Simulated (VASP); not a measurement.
# K (Pmmm) in VASP: single point with r2SCAN

Aim: the single point of K with r2SCAN.

All numbers are computed with VASP 6.6.1; they aren't measurements. Logs are shortened: lines on timing, memory, paths and dates and some standing lists are left out, and cuts for length are marked.

### Step 1. The cell of the first run

Symmetry: Pmmm, No. 47, orthorhombic system. The conventional cell has a = 3.836 Å, b = 4.310 Å, c = 4.666 Å, α = 90.00°, β = 90.00°, γ = 90.00°. Within 5.0 Å of K (site symmetry mmm) lie 6 K at 3.84 to 4.67 Å.

### Step 2. Single point, r2SCAN (normal strain along x -0.1100, normal strain along z +0.0825)

File POSCAR:

```
K
1.0
    3.8362911461      0.0000000000      0.0000000000
    0.0000000000      4.3104394900      0.0000000000
    0.0000000000      0.0000000000      4.6660507479
K
1
Direct
    0.0000000000      0.0000000000      0.0000000000
```

File INCAR.step1:

```
PREC     = Accurate       # precision mode
ENCUT    = 520            # plane-wave cutoff, eV
ISMEAR   = 0              # smearing method
SIGMA    = 0.15           # smearing width, eV
LREAL    = False          # projectors in reciprocal space
LASPH    = True           # aspherical terms in the spheres
NELM     = 60             # most SCF steps
NBANDS   = 10             # bands
GGA      = PE             # functional
ALGO     = Normal         # electronic algorithm
EDIFF    = 1E-4           # SCF threshold, eV
LWAVE    = True           # write WAVECAR
LCHARG   = False          # write CHGCAR
```

File INCAR.step2:

```
PREC     = Accurate       # precision mode
ENCUT    = 520            # plane-wave cutoff, eV
EDIFF    = 1E-6           # SCF threshold, eV
ISMEAR   = 0              # smearing method
SIGMA    = 0.15           # smearing width, eV
LREAL    = False          # projectors in reciprocal space
LASPH    = True           # aspherical terms in the spheres
NELM     = 60             # most SCF steps
ALGO     = Normal         # electronic algorithm
ISIF     = 2              # what is computed and relaxed
LWAVE    = False          # write WAVECAR
LCHARG   = False          # write CHGCAR
METAGGA  = R2SCAN         # meta-GGA
LMIXTAU  = True         
NBANDS   = 10             # bands
ISTART   = 1
```

File KPOINTS:

```
regular mesh
0
Gamma
  10 10 10
```

Potentials or basis: VASP PAW PBE potentials, release 64 (K_sv).

Command:

```bash
$ cat potpaw_PBE.64/K_sv/POTCAR > POTCAR
$ cp INCAR.step1 INCAR
$ mpirun -np 1 vasp_std > vasp.out
$ cp INCAR.step2 INCAR
$ mpirun -np 1 vasp_std > vasp.out
```

OUTCAR:

```text
PREC = Accurate
   ENCUT = 520
   EDIFF = 1E-6
   ISMEAR = 0
   LREAL = False
   LASPH = True
   NELM = 60
   ISIF = 2
   METAGGA = R2SCAN
   ISTART = 1

 ion  position               nearest neighbor table
   1  0.000  0.000  0.000-

  LATTYP: Found a simple orthorhombic cell.
 ALAT       =     3.8362911461
 B/A-ratio  =     1.1235955056
 C/A-ratio  =     1.2162921348

  Lattice vectors:

 A1 = (   3.8362911461,   0.0000000000,   0.0000000000)
 A2 = (   0.0000000000,   4.3104394900,   0.0000000000)
 A3 = (   0.0000000000,   0.0000000000,   4.6660507479)

Analysis of symmetry for initial positions (statically):
=====================================================================
 Subroutine PRICEL returns:
 Original cell was already a primitive cell.

 Routine SETGRP: Setting up the symmetry group for a
 simple orthorhombic supercell.

 Subroutine GETGRP returns: Found  8 space group operations
 (whereof  8 operations were pure point group operations)
 out of a pool of  8 trial point group operations.

The static configuration has the point symmetry D_2h.

Analysis of symmetry for dynamics (positions and initial velocities):
=====================================================================
 Subroutine PRICEL returns:
 Original cell was already a primitive cell.

 Routine SETGRP: Setting up the symmetry group for a
 simple orthorhombic supercell.

 Subroutine GETGRP returns: Found  8 space group operations
 (whereof  8 operations were pure point group operations)
 out of a pool of  8 trial point group operations.

The dynamic configuration has the point symmetry D_2h.

 Subroutine INISYM returns: Found  8 space group operations
 (whereof  8 operations are pure point group operations),
 and found     1 'primitive' translations

----------------------------------------------------------------------------------------

                                     Primitive cell

  volume of cell :      77.1583

  direct lattice vectors                    reciprocal lattice vectors
     3.836291146  0.000000000  0.000000000     0.260668433  0.000000000  0.000000000
     0.000000000  4.310439490  0.000000000     0.000000000  0.231994905  0.000000000
     0.000000000  0.000000000  4.666050748     0.000000000  0.000000000  0.214314000

  length of vectors
     3.836291146  4.310439490  4.666050748     0.260668433  0.231994905  0.214314000

  position of ions in fractional coordinates (direct lattice)
     0.000000000  0.000000000  0.000000000

  ion indices of the primitive-cell ions
   primitive index   ion index
                 1           1

----------------------------------------------------------------------------------------

 KPOINTS: regular mesh

Automatic generation of k-mesh.
 Grid dimensions read from file:
 generate k-points for:   10   10   10

 Generating k-lattice:

  Cartesian coordinates                     Fractional coordinates (reciprocal lattice)
     0.026066843  0.000000000  0.000000000     0.100000000  0.000000000  0.000000000
     0.000000000  0.023199491  0.000000000     0.000000000  0.100000000  0.000000000
     0.000000000  0.000000000  0.021431400     0.000000000  0.000000000  0.100000000

  Length of vectors
     0.026066843  0.023199491  0.021431400

  Shift w.r.t. Gamma in fractional coordinates (k-lattice)
     0.000000000  0.000000000  0.000000000

 Subroutine IBZKPT returns following result:
 ===========================================

 Found    216 irreducible k-points:

 Following reciprocal coordinates:
            Coordinates               Weight
  0.000000  0.000000  0.000000      1.000000
  0.100000  0.000000  0.000000      2.000000
  0.200000  0.000000  0.000000      2.000000
  0.300000  0.000000  0.000000      2.000000
  0.400000  0.000000  0.000000      2.000000
  0.500000  0.000000  0.000000      1.000000
[... 16 lines left out ...]
  0.400000  0.300000  0.000000      4.000000
  0.500000  0.300000  0.000000      2.000000
 [... further k-points ...]
   k-points           NKPTS =    216   k-points in BZ     NKDIM =    216   number of bands    NBANDS=     10
   number of dos      NEDOS =    301   number of ions     NIONS =      1
   total plane-waves  NPLWV =  34560
   dimension x,y,z NGX =    30 NGY =   32 NGZ =   36
   dimension x,y,z NGXF=    60 NGYF=   64 NGZF=   72
   ions per type =               1
   NGX,Y,Z   is equivalent  to a cutoff of  13.00, 12.34, 12.83 a.u.
   NGXF,Y,Z  is equivalent  to a cutoff of  26.00, 24.68, 25.65 a.u.
 SYSTEM =  unknown system
   PREC   = accura    normal or accurate (medium, high low for compatibility)
   ISTART =      1    job   : 0-new  1-cont  2-samecut
   ICHARG =      0    charge: 1-file 2-atom 10-const
   ISPIN  =      1    spin polarized calculation?
   LNONCOLLINEAR =      F non collinear calculations
   LSORBIT =      F    spin-orbit coupling
   LASPH  =      T    aspherical Exc in radial PAW
   ENCUT  =  520.0 eV  38.22 Ry    6.18 a.u.   7.13  8.01  8.68*2*pi/ulx,y,z
   NELM   =     60;   NELMIN=  2; NELMDL=  0     # of ELM steps
   EDIFF  = 0.1E-05   stopping-criterion for ELM
   LREAL  =      F    real-space projection
   EDIFFG = 0.1E-04   stopping-criterion for IOM
   NSW    =      0    number of steps for IOM
   IBRION =     -1    ionic relax: 0-MD 1-quasi-New 2-CG
   NFREE  =      0    steps in history (QN), initial steepest desc. (CG)
   ISIF   =      2    stress and relaxation
   ISYM   =      2    0-nonsym 1-usesym 2-fastsym
   POTIM  = 0.5000    time-step for ionic-motion
   TEBEG  =    0.0;   TEEND  =   0.0 temperature during run
   PSTRESS=    0.0 pullay stress
   NELECT =       9.0000    total number of electrons
   NUPDOWN=      -1.0000    fix difference up-down
   EMIN   =  10.00;   EMAX   =-10.00  energy-range for DOS
   EFERMI =   0.00;   METHOD = LEGACY
   ISMEAR =     0;   SIGMA  =   0.15  broadening in eV -4-tet -1-fermi 0-gaus
   EFERMI_NEDOS =   21; number of points for ismear=-14 and -15
   IALGO  =     38    algorithm
   IMIX   =      4    mixing-type and parameters
     AMIX     =   0.40;   BMIX     =  1.00
     AMIX_MAG =   1.60;   BMIX_MAG =  1.00
  volume/ion in A,a.u.               =      77.16       520.69
  Fermi-wavevector in a.u.,A,eV,Ry     =   0.799886  1.511566  8.705249  0.639818
  Thomas-Fermi vector in A             =   1.907076
   LORBIT       =      0    0 simple, 1 ext, 2 COOP (PROOUT), +10 PAW based schemes
   METAGGA = R2SCAN    functional components
   LHFCALC =     F    Hartree Fock is set to
   AEXX    =    0.0000 exact exchange contribution
   IVDW    =     0    specifies the selected vdW correction
   LEPSILON=     F    determine dielectric tensor
   LRPA    =     F    only Hartree local field effects (RPA)
 non-spin polarized calculation
 Gauss-broadening in eV      SIGMA  =   0.15
  energy-cutoff  :      520.00
  volume of cell :       77.16
 maximum number of plane-waves:      2104
 NGX is ok and might be reduce to    30
   NGX = 15   NGY = 17   NGZ = 17

 number of electron       9.0000001 magnetization

 Free energy of the ion-electron system (eV)
  ---------------------------------------------------
  ext. energy  EPLUGINS =         0.00000000
  ---------------------------------------------------
  free energy    TOTEN  =        -5.85556781 eV

  energy without entropy =       -5.84694849  energy(sigma->0) =       -5.85125815

 E-fermi :  -0.1288     XC(G=0):  -5.7768

 val. band max:       -0.1548770879   @ k =   0.4000   0.2000   0.0000
 cond. band min:      -0.1209442014   @ k =   0.0000   0.5000   0.0000
 fundamental gap:      0.0339328865
 Fermi energy:        -0.1288445358

 k-point     1 :       0.0000    0.0000    0.0000
  band No.  band energies     occupation
      1     -34.1069      2.00000
      2     -16.7660      2.00000
      3     -16.7602      2.00000
      4     -16.7400      2.00000
      5      -2.3628      2.00000
      6       2.6945      0.00000
      7       3.1744      0.00000
      8       5.4032      0.00000
      9       6.2006      0.00000
     10       6.7181      0.00000

 k-point     2 :       0.1000    0.0000    0.0000
  band No.  band energies     occupation
      1     -34.1052      2.00000
      2     -16.7637      2.00000
      3     -16.7624      2.00000
      4     -16.7580      2.00000
      5      -2.2363      2.00000
      6       2.7801      0.00000
      7       3.2132      0.00000
      8       5.2034      0.00000
      9       6.1230      0.00000
     10       6.2320      0.00000

 k-point     3 :       0.2000    0.0000    0.0000
  band No.  band energies     occupation
      1     -34.1010      2.00000
      2     -16.8206      2.00000
      3     -16.7575      2.00000
      4     -16.7521      2.00000
      5      -1.8646      2.00000
      6       3.0022      0.00000
      7       3.1736      0.00000
      8       4.8119      0.00000
      9       5.5221      0.00000
     10       6.3166      0.00000

 k-point     4 :       0.3000    0.0000    0.0000
  band No.  band energies     occupation
      1     -34.0957      2.00000
      2     -16.8913      2.00000
      3     -16.7498      2.00000
      4     -16.7448      2.00000
      5      -1.2675      2.00000
      6       2.5563      0.00000
      7       3.4081      0.00000
      8       4.4420      0.00000
      9       5.0470      0.00000
     10       6.4267      0.00000
[... 222 lines left out ...]
 k-point    22 :       0.3000    0.3000    0.0000
  band No.  band energies     occupation
      1     -34.0931      2.00000
      2     -16.8847      2.00000
      3     -16.7964      2.00000
      4     -16.7450      2.00000
      5      -0.4912      1.99937
      6       2.3848      0.00000
      7       3.1238      0.00000
      8       4.5309      0.00000
      9       4.6820      0.00000
     10       5.3720      0.00000

 k-point    23 :       0.4000    0.3000    0.0000
  band No.  band energies     occupation
      1     -34.0888      2.00000
      2     -16.9401      2.00000
      3     -16.7892      2.00000
      4     -16.7389      2.00000
      5       0.2041      0.00169
      6       2.1191      0.00000
      7       3.0136      0.00000
      8       4.2642      0.00000
      9       4.5109      0.00000
     10       5.4512      0.00000

 k-point    24 :       0.5000    0.3000    0.0000
  band No.  band energies     occupation
      1     -34.0872      2.00000
      2     -16.9611      2.00000
      3     -16.7864      2.00000
      4     -16.7365      2.00000
      5       0.7773      0.00000
      6       1.4918      0.00000
      7       3.3228      0.00000
      8       3.9746      0.00000
      9       4.4264      0.00000
     10       5.5250      0.00000

 [... further k-points ...]

------------------------ aborting loop because EDIFF is reached ----------------------------------------

  FORCE on cell =-STRESS in cart. coord.  units (eV):
  Direction    XX          YY          ZZ          XY          YZ          ZX
  --------------------------------------------------------------------------------------
  -------------------------------------------------------------------------------------
  Total        0.6513285     -0.0239878     -0.3658056      0.0000000      0.0000000      0.0000000
  in kB       13.5247142     -0.4981028     -7.5958846      0.0000000      0.0000000      0.0000000
  external PRESSURE =       1.8102423 kB  Pullay stress =       0.0000000 kB

 VOLUME and BASIS-vectors are now :
 -----------------------------------------------------------------------------
  energy-cutoff  :      520.00
  volume of cell :       77.16
      direct lattice vectors                 reciprocal lattice vectors
     3.836291146  0.000000000  0.000000000     0.260668433  0.000000000  0.000000000
     0.000000000  4.310439490  0.000000000     0.000000000  0.231994905  0.000000000
     0.000000000  0.000000000  4.666050748     0.000000000  0.000000000  0.214314000

 POSITION                                       TOTAL-FORCE (eV/Angst)
 -----------------------------------------------------------------------------------
      0.00000      0.00000      0.00000         0.000000      0.000000      0.000000
 -----------------------------------------------------------------------------------
    total drift:                                0.000000      0.000000      0.000000

  FREE ENERGIE OF THE ION-ELECTRON SYSTEM (eV)
  ---------------------------------------------------
  free  energy   TOTEN  =        -5.8555678130 eV

  energy  without entropy=       -5.8469484940  energy(sigma->0) =       -5.85125815
```

It took 6.8 min on 1 thread of Intel Xeon Platinum 8488C (Sapphire Rapids), shared host; peak memory 0.3 GiB.

Results:

```yaml
Free_energy: -5.8556 eV
Pressure: 0.2 GPa
Band_gap_on_the_k_mesh: zero (an odd number of electrons rules out a gap without spin polarisation)
```

Stress tensor (GPa, compression positive):
```
 1.35  0.00  0.00
 0.00 -0.05  0.00
 0.00  0.00 -0.76
```

Caveat: the cell differs from its parent crystal (normal strain along x -0.1100, normal strain along z +0.0825); the PAW data sets were made with another functional, which shifts forces and pressure a little.

The gap in the log of VASP goes by the Fermi energy; the results here count the filled bands.